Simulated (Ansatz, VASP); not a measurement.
**Zr in VASP and in Ansatz**

The input POSCAR:

```
Zr
1.0
    3.2007321081      0.0000000000      0.0000000000
   -1.6003660540      2.7719153163      0.0000000000
    0.0000000000      0.0000000000      5.0876614054
Zr
2
Direct
    0.3333333333      0.6666666667      0.2500000000
    0.6666666667      0.3333333333      0.7500000000
```

The input INCAR.step1:

```
PREC     = Accurate       # precision mode
ENCUT    = 520            # plane-wave cutoff, eV
ISMEAR   = -1             # smearing method
SIGMA    = 0.1            # smearing width, eV
LREAL    = False          # projectors in reciprocal space
LASPH    = True           # aspherical terms in the spheres
NELM     = 80             # most SCF steps
NBANDS   = 19             # bands
GGA      = PE             # functional
ALGO     = Normal         # electronic algorithm
EDIFF    = 1E-4           # SCF threshold, eV
LWAVE    = True           # write WAVECAR
LCHARG   = False          # write CHGCAR
```

File INCAR.step2:

```
PREC     = Accurate       # precision mode
ENCUT    = 520            # plane-wave cutoff, eV
EDIFF    = 1E-6           # SCF threshold, eV
ISMEAR   = -1             # smearing method
SIGMA    = 0.1            # smearing width, eV
LREAL    = False          # projectors in reciprocal space
LASPH    = True           # aspherical terms in the spheres
NELM     = 80             # most SCF steps
ALGO     = Normal         # electronic algorithm
ISIF     = 2              # what is computed and relaxed
LWAVE    = False          # write WAVECAR
LCHARG   = False          # write CHGCAR
METAGGA  = R2SCAN         # meta-GGA
LMIXTAU  = True         
NBANDS   = 19             # bands
ISTART   = 1
```

The input KPOINTS:

```
regular mesh
0
Gamma
  18 18 10
```

Input for Ansatz:

```yaml
crystal:
  lattice:
    - [3.2007321081, 0.0, 0.0]
    - [-1.600366054, 2.7719153163, 0.0]
    - [0.0, 0.0, 5.0876614054]
  atoms:
    - { symbol: Zr, position: [0.3333333333, 0.6666666667, 0.25] }
    - { symbol: Zr, position: [0.6666666667, 0.3333333333, 0.75] }
hamiltonian:
  xc: r2scan
  pseudopotentials:
    kind: paw
    azcp:
      Zr: "pseudopotentials/Zr.paw.azcp"
basis:
  ecutwfc: 500
  fft_grid_basis: typed
kpoints:
  mp_grid: { grid: [18, 18, 10], shift: [0, 0, 0] }
magnetization:
  spin_polarized: false
scf:
  occupations: { method: fermi_dirac, width: 0.1 }
output:
  stress: true
```

Alike in both runs: task single point; functional r2SCAN; k mesh 18 × 18 × 10; occupations fermi-dirac, width 0.1 eV; no spin polarisation.

|  | VASP | Ansatz |
| --- | --- | --- |
| version | VASP 6.6.1 | Ansatz 0.2.0 |
| potentials or method | VASP PAW PBE potentials, release 64 (Zr_sv), cutoff 520 eV | plane waves (500 eV) with PAW, scalar-relativistic |
| valence electrons in the cell | 24 | 24 |

```tsv
	VASP	Ansatz	Ansatz less VASP
pressure (GPa)	4.1	4.1	0.00
traceless stress, the component that is largest in VASP (GPa)	0.16	0.17	+0.011
```

VASP's potentials were made for PBE, not for r2SCAN. With one functional, cell and mesh, what is left measures potentials, basis and numerics.
